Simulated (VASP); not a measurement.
MnS:

```
CELL_PARAMETERS angstrom
0.00000 2.54760 2.54760
2.54760 0.00000 2.54760
2.54760 2.54760 0.00000
ATOMIC_POSITIONS crystal
Mn 0.00000 0.00000 0.00000
S 0.50000 0.50000 0.50000
```

```yaml
Program: VASP 6.6.1
Task: relaxation of cell and atoms
Functional: PBE
Dispersion: D3(BJ)
Potentials_or_basis: VASP PAW PBE potentials, release 64 (Mn_pv, S)
Cutoff: 600 eV
k_mesh: 14 × 14 × 14
Occupations: gaussian, width 0.1 eV
Spin: collinear spin, ferromagnetic start
Starting_moments: "[4.42, 0.14] μB"
```

At the start: pressure -4.3 GPa; volume 16.53 Å³/atom.

Task: Where does the relaxation end?

Result: Over 12 steps the energy falls by 12.6 meV/atom and the volume is 15.82 Å³/atom (-4.3 %); space group Fm-3m (No. 225, to 0.1 Å) before and after; moment 4.38 μB per cell.

Step by step:
```csv
step,energy change (eV),largest force (eV/Å),pressure (GPa),volume (Å³)
1,0.0000,0.0000,-4.29,33.07
2,0.2401,0.0000,29.59,30.99
3,-0.0071,0.0000,-3.78,32.79
4,-0.0120,0.0000,-3.46,32.57
5,-0.0245,0.0000,-1.48,31.78
6,-0.0045,0.0000,46.67,31.38
7,-0.0247,0.0000,-1.28,31.75
8,-0.0250,0.0000,1.37,31.60
9,-0.0252,0.0000,-0.54,31.68
10,-0.0252,0.0000,0.19,31.64
11,-0.0250,0.0000,-1.04,31.72
12,-0.0252,0.0000,0.02,31.65
```

Final structure:
```yaml
crystal:
  lattice:
    - [0.00000, 2.51053, 2.51053]
    - [2.51053, 0.00000, 2.51053]
    - [2.51053, 2.51053, 0.00000]
  atoms:
    - { symbol: Mn, position: [0.00000, 0.00000, 0.00000] }
    - { symbol: S, position: [0.50000, 0.50000, 0.50000] }
```

Caveat: a cell with one magnetic atom can't hold antiferromagnetic order, which such compounds often take.
